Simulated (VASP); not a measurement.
A run of VASP 6.6.1:

The input INCAR:

```
SYSTEM = CsLaGe
ALGO = Normal ; EDIFF = 1E-7
ENCUT = 520 ; GGA = PE
ISIF = 2 ; ISMEAR = 0
LASPH = .True. ; LCHARG = .False.
LREAL = .False. ; LWAVE = .False.
NBANDS = 43 ; NELM = 80
PREC = Accurate ; SIGMA = 0.1
```

KPOINTS

```
k-points
0
Gamma
  6 6 6
  0 0 0
```

Contents of POSCAR:

```
CsLaGe
1.0
    2.7671790042      1.5976315430     10.3553323611
   -2.7671790042      1.5976315430     10.3553323611
    0.0000000000     -3.1952630859     10.3553323611
Cs La Ge
2 2 2
Direct
    0.5000000000      0.5000000000      0.5000000000
    0.0000000000      0.0000000000      0.0000000000
    0.3774827945      0.3774827945      0.3774827945
    0.6225172055      0.6225172055      0.6225172055
    0.7219519759      0.7219519759      0.7219519759
    0.2780480241      0.2780480241      0.2780480241
```

Potentials or basis: VASP PAW PBE potentials, release 64 (Cs_sv, La, Ge_d).

Run with:

```sh
$ cat potpaw_PBE.64/Cs_sv/POTCAR potpaw_PBE.64/La/POTCAR potpaw_PBE.64/Ge_d/POTCAR > POTCAR
$ mpirun -np 1 vasp_std > vasp.out
```

Hardware: 1 thread of AMD EPYC 9R45 96-Core Processor (Zen 5) (shared host).

How long does it take, and how much memory?

It took 28 min on 1 thread of AMD EPYC 9R45 96-Core Processor (Zen 5) (shared host), peak memory 1.3 GiB. Counts: scf iterations 18, k points 32.
